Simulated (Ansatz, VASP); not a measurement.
# Two plane-wave programs on Al5GaAs6

```
CELL_PARAMETERS angstrom
-4.05417 0.00000 0.00000
0.00000 0.00000 -5.72935
0.00000 -12.15807 0.00000
ATOMIC_POSITIONS crystal
Al 0.00000 0.99999 0.16692
Al 0.00000 0.99999 0.83308
Al 0.50000 0.50014 0.66655
Al 0.00000 0.00000 0.50000
Al 0.50000 0.50014 0.33346
Ga 0.50000 0.49991 0.00000
As 0.50000 0.24924 0.16722
As 0.00000 0.75180 0.00000
As 0.50000 0.24924 0.83278
As 0.00000 0.74989 0.66652
As 0.50000 0.24976 0.50000
As 0.00000 0.74989 0.33348
```

Alike in both runs: task single point; functional PBE; k mesh 4 × 2 × 1; occupations gaussian, width 0.1 eV; no spin polarisation.

|  | VASP | Ansatz |
| --- | --- | --- |
| version | VASP 6.6.1 | Ansatz 0.2.0 |
| potentials or method | VASP PAW PBE potentials, release 64 (Al, Ga_d, As), cutoff 520 eV | scalar-relativistic, plane waves, PAW |
| valence electrons in the cell | 58 | 118 |

|  | VASP | Ansatz | Ansatz less VASP |
| --- | --- | --- | --- |
| gap on the k mesh at the Fermi level (eV) | 1.42 | 1.42 | -0.002 |
| least direct gap on the mesh (eV) | 1.42 | 1.42 | -0.002 |
| pressure (GPa) | 0.3 | 0.2 | -0.16 |
| traceless stress, the component that is largest in VASP (GPa) | -1.20 | -1.20 | +0.004 |
| rms of the force components (eV/Å) | 0.009 | 0.009 | -0.0004 |

Atom by atom the forces differ by 0.001 eV/Å (rms over components). VASP's potentials hold 58 valence electrons a cell and Ansatz's 118, so a difference there can come from the potentials and not from the codes.

The k mesh is coarse, so the values compare programs but aren't converged.
